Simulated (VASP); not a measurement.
# Mn (I4/mmm) in VASP: relaxation of cell and atoms with PBE

Aim: the relaxation of cell and atoms of Mn with PBE.

All numbers are computed with VASP 6.6.1; they aren't measurements. Logs are shortened: lines on timing, memory, paths and dates and some standing lists are left out, and cuts for length are marked.

## Step 1: The cell of the first run

It takes space group I4/mmm (No. 139, tetragonal). The conventional cell has a = 2.673 Å, b = 2.673 Å, c = 6.886 Å, α = 90.00°, β = 90.00°, γ = 90.00°. Mn (site symmetry 4mm) has 9 Mn at 2.13 to 2.67 Å within 2.8 Å.

## Step 2: Relaxation of cell and atoms, PBE

The input, INCAR:

```
  PREC = Accurate
  ENCUT = 600
  EDIFF = 1E-6
  ISMEAR = 0
  SIGMA = 0.1
  LREAL = False
  LASPH = True
  NELM = 100
  ALGO = Fast
  ISIF = 3
  LWAVE = False
  LCHARG = False
  GGA = PE
  IBRION = 2
  NSW = 100
  EDIFFG = -0.01
```

The input, KPOINTS:

```
regular mesh
0
Gamma
  28 28 28
```

The input, POSCAR:

```
Mn
1.0
   -1.3363904645      1.3363904645      3.4430467377
    1.3363904645     -1.3363904645      3.4430467377
    1.3363904645      1.3363904645     -3.4430467377
Mn
2
Direct
    0.1549506814      0.1549506814      0.0000000000
    0.8450493186      0.8450493186      0.0000000000
```

Potentials or basis: VASP PAW PBE potentials, release 64 (Mn_pv).

Launch:

```console
$ cat potpaw_PBE.64/Mn_pv/POTCAR > POTCAR
$ mpirun -np 1 vasp_std > vasp.out
```

OUTCAR:

```text
PREC = Accurate
   ENCUT = 600
   EDIFF = 1E-6
   ISMEAR = 0
   LREAL = False
   LASPH = True
   NELM = 100
   ISIF = 3
   GGA = PE
   IBRION = 2
   NSW = 100
   EDIFFG = -0.01

 ion  position               nearest neighbor table
   1  0.155  0.155  0.000-   2 2.13   2 2.30   2 2.30   2 2.30   2 2.30
   2  0.845  0.845  0.000-   1 2.13   1 2.30   1 2.30   1 2.30   1 2.30

  LATTYP: Found a body centered tetragonal cell.
 ALAT       =     2.6727809290
 C/A-ratio  =     2.5763778096

  Lattice vectors:

 A1 = (  -1.3363904645,   1.3363904645,   3.4430467377)
 A2 = (   1.3363904645,  -1.3363904645,   3.4430467377)
 A3 = (   1.3363904645,   1.3363904645,  -3.4430467377)

Analysis of symmetry for initial positions (statically):
=====================================================================
 Subroutine PRICEL returns:
 Original cell was already a primitive cell.

 Routine SETGRP: Setting up the symmetry group for a
 body centered tetragonal supercell.

 Subroutine GETGRP returns: Found 16 space group operations
 (whereof 16 operations were pure point group operations)
 out of a pool of 16 trial point group operations.

The static configuration has the point symmetry D_4h.

Analysis of symmetry for dynamics (positions and initial velocities):
=====================================================================
 Subroutine PRICEL returns:
 Original cell was already a primitive cell.

 Routine SETGRP: Setting up the symmetry group for a
 body centered tetragonal supercell.

 Subroutine GETGRP returns: Found 16 space group operations
 (whereof 16 operations were pure point group operations)
 out of a pool of 16 trial point group operations.

The dynamic configuration has the point symmetry D_4h.

 Subroutine INISYM returns: Found 16 space group operations
 (whereof 16 operations are pure point group operations),
 and found     1 'primitive' translations

----------------------------------------------------------------------------------------

                                     Primitive cell

  volume of cell :      24.5963

  direct lattice vectors                    reciprocal lattice vectors
    -1.336390464  1.336390464  3.443046738     0.000000000  0.374142149  0.145220219
     1.336390464 -1.336390464  3.443046738     0.374142149  0.000000000  0.145220219
[... 94 lines left out ...]
   TEBEG  =    0.0;   TEEND  =   0.0 temperature during run
   PSTRESS=    0.0 pullay stress
   NELECT =      26.0000    total number of electrons
   NUPDOWN=      -1.0000    fix difference up-down
   EMIN   =  10.00;   EMAX   =-10.00  energy-range for DOS
   EFERMI =   0.00;   METHOD = LEGACY
   ISMEAR =     0;   SIGMA  =   0.10  broadening in eV -4-tet -1-fermi 0-gaus
   EFERMI_NEDOS =   21; number of points for ismear=-14 and -15
   IALGO  =     68    algorithm
   IMIX   =      4    mixing-type and parameters
     AMIX     =   0.40;   BMIX     =  1.00
     AMIX_MAG =   1.60;   BMIX_MAG =  1.00
  volume/ion in A,a.u.               =      12.30        82.99
  Fermi-wavevector in a.u.,A,eV,Ry     =   1.667667  3.151434 37.839354  2.781114
  Thomas-Fermi vector in A             =   2.753649
   LORBIT       =      0    0 simple, 1 ext, 2 COOP (PROOUT), +10 PAW based schemes
   GGA     = PE    functional components
   LHFCALC =     F    Hartree Fock is set to
   AEXX    =    0.0000 exact exchange contribution
   IVDW    =     0    specifies the selected vdW correction
   LEPSILON=     F    determine dielectric tensor
   LRPA    =     F    only Hartree local field effects (RPA)
 conjugate gradient relaxation of ions
 non-spin polarized calculation
 RMM-DIIS sequential band-by-band and
 Gauss-broadening in eV      SIGMA  =   0.10
  energy-cutoff  :      600.00
  volume of cell :       24.60
 maximum number of plane-waves:       850
   NGX = 15   NGY = 15   NGZ = 15

--------------------------------------- Ionic step        1  -------------------------------------------

 number of electron      25.9999995 magnetization

 Free energy of the ion-electron system (eV)
  ---------------------------------------------------
  ext. energy  EPLUGINS =         0.00000000
  ---------------------------------------------------
  free energy    TOTEN  =       -16.82287542 eV

  energy without entropy =      -16.80713115  energy(sigma->0) =      -16.81500328

------------------------ aborting loop because EDIFF is reached ----------------------------------------

  FORCE on cell =-STRESS in cart. coord.  units (eV):
  Direction    XX          YY          ZZ          XY          YZ          ZX
  --------------------------------------------------------------------------------------
  -------------------------------------------------------------------------------------
  Total        0.0284054      0.0284054      0.0725204      0.0000000      0.0000000      0.0000000
  in kB        1.8503007      1.8503007      4.7239018      0.0000000      0.0000000      0.0000000
  external PRESSURE =       2.8081678 kB  Pullay stress =       0.0000000 kB
[... 203 lines left out ...]
--------------------------------------- Ionic step        7  -------------------------------------------

 number of electron      25.9999996 magnetization

 Free energy of the ion-electron system (eV)
  ---------------------------------------------------
  ext. energy  EPLUGINS =         0.00000000
  ---------------------------------------------------
  free energy    TOTEN  =       -16.82292950 eV

  energy without entropy =      -16.80714827  energy(sigma->0) =      -16.81503889

 E-fermi :   8.6658     XC(G=0): -13.0397

 val. band max:        8.6653512609   @ k =  -0.1071   0.2143   0.0357
 cond. band min:       8.6660380100   @ k =  -0.1786   0.3929   0.0357
 fundamental gap:      0.0006867491
 Fermi energy:         8.6658467365

 k-point     1 :       0.0000    0.0000    0.0000
  band No.  band energies     occupation
      1     -39.7870      2.00000
      2     -39.2662      2.00000
      3     -39.2662      2.00000
      4     -38.9456      2.00000
      5     -38.9456      2.00000
      6     -38.6639      2.00000
[... 457 lines left out ...]
      4     -39.0609      2.00000
      5     -38.9949      2.00000
      6     -38.6999      2.00000
[... 9 lines left out ...]
     16       9.8245      0.00000
     17      10.6078      0.00000

 [... further k-points ...]

------------------------ aborting loop because EDIFF is reached ----------------------------------------

  FORCE on cell =-STRESS in cart. coord.  units (eV):
  Direction    XX          YY          ZZ          XY          YZ          ZX
  --------------------------------------------------------------------------------------
  -------------------------------------------------------------------------------------
  Total        0.0161190      0.0161190     -0.0113966      0.0000000      0.0000000      0.0000000
  in kB        1.0499080      1.0499080     -0.7423128      0.0000000      0.0000000      0.0000000
  external PRESSURE =       0.4525011 kB  Pullay stress =       0.0000000 kB
[... 17 lines left out ...]
  FREE ENERGIE OF THE ION-ELECTRON SYSTEM (eV)
  ---------------------------------------------------
  free  energy   TOTEN  =       -16.8229294994 eV

  energy  without entropy=      -16.8071482728  energy(sigma->0) =      -16.81503889

 reached required accuracy - stopping structural energy minimisation
```

OSZICAR:

```text
N       E                     dE             d eps       ncg     rms          rms(c)
DAV:   1     0.259666631275E+03    0.25967E+03   -0.17781E+04 55798   0.230E+03
DAV:   2    -0.857042813616E+01   -0.26824E+03   -0.26511E+03 56251   0.539E+02
[... 51 lines left out ...]
DAV:   1    -0.168234306719E+02   -0.50927E-03   -0.39784E-02 77339   0.525E+00    0.248E-01
RMM:   2    -0.168229415653E+02    0.48911E-03   -0.55633E-03 64514   0.108E+00    0.939E-02
RMM:   3    -0.168229168155E+02    0.24750E-04   -0.13562E-03 57804   0.426E-01    0.260E-02
RMM:   4    -0.168229271433E+02   -0.10328E-04   -0.25386E-04 61730   0.208E-01    0.157E-02
RMM:   5    -0.168229297551E+02   -0.26119E-05   -0.57007E-05 60458   0.752E-02    0.105E-02
RMM:   6    -0.168229294017E+02    0.35337E-06   -0.17584E-05 53121   0.500E-02    0.578E-03
RMM:   7    -0.168229294994E+02   -0.97702E-07   -0.62913E-06 44207   0.283E-02
   7 F= -.16822929E+02 E0= -.16815039E+02  d E =-.332948E-04
```

Run time: 86 min. Hardware: 1 thread of Oxide Virtual Turin-like, shared host; peak memory 0.76 GiB.

What came out:

```yaml
Free_energy: -16.8229 eV
Energy_gained_by_relaxing: 0.0 meV/atom
Ionic_steps: 7
Pressure_after_relaxing: 0.0 GPa
Band_gap_on_the_k_mesh: zero (bands 13 and 14 overlap by 1.78 eV)
```

Final structure:
```xyz
2
Lattice="-1.3350 1.3350 3.4505 1.3350 -1.3350 3.4505 1.3350 1.3350 -3.4505" Properties=species:S:1:pos:R:3 pbc="T T T"
Mn    0.0000    0.0000    1.0673
Mn    0.0000    0.0000    5.8336
```

Levels at points of the mesh, in eV from the Fermi level:
| k point | band 9 | band 10 | band 11 | band 12 | band 13 | band 14 | band 15 | band 16 | band 17 |
| --- | --- | --- | --- | --- | --- | --- | --- | --- | --- |
| (0.00, 0.00, 0.00) | -2.77 | -1.22 | -0.85 | -0.42 | -0.23 | -0.23 | 0.04 | 0.04 | 1.77 |
| (0.50, 0.00, 0.00) | -2.14 | -2.07 | -1.72 | -1.42 | 0.28 | 0.72 | 1.20 | 2.05 | 2.32 |
| (0.50, 0.50, 0.00) | -2.53 | -2.17 | -1.70 | -0.64 | 1.32 | 1.49 | 1.67 | 2.03 | 2.59 |
| (0.50, 0.50, 0.50) | -3.89 | -2.24 | -1.50 | -1.50 | -0.22 | -0.10 | 1.53 | 1.90 | 1.90 |

Caveat: the run has no spin polarisation, though such a crystal can be magnetic. Spin polarisation is off, so any magnetic state and its effect on volume and gap are missing.
